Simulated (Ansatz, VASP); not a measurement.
**Two plane-wave programs on CdF2**

POSCAR

```
CdF2
1.0
    0.0000000000      2.6104195701      2.6104195701
    2.6104195701      0.0000000000      2.6104195701
    2.6104195701      2.6104195701      0.0000000000
Cd F
1 2
Direct
    0.0000000000      0.0000000000      0.0000000000
    0.2500000000      0.2500000000      0.2500000000
    0.7500000000      0.7500000000      0.7500000000
```

Contents of INCAR.step1:

```
PREC = Accurate
ENCUT = 770
ISMEAR = 0
SIGMA = 0.01
LREAL = F
LASPH = T
NELM = 120
NBANDS = 24
GGA = PE
ALGO = Normal
EDIFF = 1E-5
LWAVE = T
LCHARG = F
GGA_COMPAT = F
```

INCAR.step2

```
PREC = Accurate
ENCUT = 770
EDIFF = 1E-6
ISMEAR = 0
SIGMA = 0.01
LREAL = F
LASPH = T
NELM = 120
ALGO = Normal
ISIF = 2
LWAVE = F
LCHARG = F
METAGGA = R2SCAN
LMIXTAU = T
NBANDS = 24
ISTART = 1
GGA_COMPAT = F
```

The input KPOINTS:

```
Automatic mesh
0
Gamma
  8 8 8
```

Input for Ansatz:

```yaml
crystal:
  lattice:
    - [0.0, 2.6104195701, 2.6104195701]
    - [2.6104195701, 0.0, 2.6104195701]
    - [2.6104195701, 2.6104195701, 0.0]
  atoms:
    - { symbol: Cd, position: [0.0, 0.0, 0.0] }
    - { symbol: F, position: [0.25, 0.25, 0.25] }
    - { symbol: F, position: [0.75, 0.75, 0.75] }
kpoints:
  mp_grid: { grid: [8, 8, 8] }
  band_path:
    path:
      - [0.0, 0.0, 0.0]
      - [0.5, 0.0, 0.5]
      - [0.625, 0.25, 0.625]
      - [0.375, 0.375, 0.75]
      - [0.5, 0.5, 0.5]
      - [0.5, 0.25, 0.75]
      - [0.25, -0.5, -0.25]
    npoints: 1
hamiltonian:
  xc: r2scan
scf:
  occupations: { method: fixed }
  n_extra_bands: 4
output:
  forces: true
  stress: true
  eigenvalues: true
```

Change from the starting cell: hydrostatic strain -2.7%.

Alike in both runs: task single point; functional r2SCAN; k mesh 8 × 8 × 8; no spin polarisation.

```csv
,VASP,Ansatz
version,VASP 6.6.1,Ansatz 0.2.0
potentials or method,"VASP PAW PBE potentials, release 64 (Cd_sv_GW, F)","plane waves, PAW"
plane-wave cutoff (eV),770,500
occupations,"gaussian, width 0.01 eV",fixed
valence electrons in the cell,34,34
```

Ansatz gave:

| Item | Value |
| --- | --- |
| gap on the k mesh at the Fermi level (eV) | 4.14 |
| pressure (GPa) | 13.4 |

Task: What did VASP give for the same quantities?

Result: gap on the k mesh at the Fermi level (eV): 4.14; pressure (GPa): 13.0.

VASP's potentials were made for PBE, not for r2SCAN.
